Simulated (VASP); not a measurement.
A run of VASP 6.6.1 is set up as follows.

The input INCAR:

```
PREC     = Accurate       # precision mode
ENCUT    = 520            # plane-wave cutoff, eV
EDIFF    = 1E-6           # SCF threshold, eV
ISMEAR   = 0              # smearing method
SIGMA    = 0.05           # smearing width, eV
LREAL    = False          # projectors in reciprocal space
LASPH    = True           # aspherical terms in the spheres
NELM     = 80             # most SCF steps
ALGO     = Normal         # electronic algorithm
ISIF     = 2              # what is computed and relaxed
LWAVE    = False          # write WAVECAR
LCHARG   = True           # write CHGCAR
GGA      = PE             # functional
IVDW     = 12             # dispersion correction
LELF     = True           # ELF
LVHAR    = True         
NBANDS   = 28             # bands
```

KPOINTS

```
Automatic mesh
0
Gamma
  8 6 8
```

The input POSCAR:

```
SnO
1.0
    3.1640828337     -0.0669647161      0.0000000000
   -0.1144728789      5.4088435269      0.0000000000
    0.0000000000      0.0000000000      3.9070816200
Sn O
2 2
Direct
    0.0000000000      0.2344934793      0.5273389918
    0.5000000000      0.7655065207      0.0273389918
    0.0000000000      0.8833967007      0.7226620082
    0.5000000000      0.1166032993      0.2226620082
```

Potentials or basis: VASP PAW PBE potentials, release 64 (Sn_d, O).

Launch:

```bash
$ cat potpaw_PBE.64/Sn_d/POTCAR potpaw_PBE.64/O/POTCAR > POTCAR
$ mpirun -np 1 vasp_std > vasp.out
```

(1) What does it give for the band gap on the k mesh?

(2) What does it give for the pressure?

(3) Predict the largest force.

(4) Predict the dispersion energy per atom.

Answers

(1) 1.12 eV (least direct gap 1.42 eV).

(2) 13.9 GPa.

(3) 2.219 eV/Å.

(4) -0.248 eV.

Caveat: the cell stands under pressure; spin-orbit coupling is left out, which moves the levels of the heavy elements; forces of over 1 eV/Å act on the atoms, so gaps and moduli don't describe the material at rest.
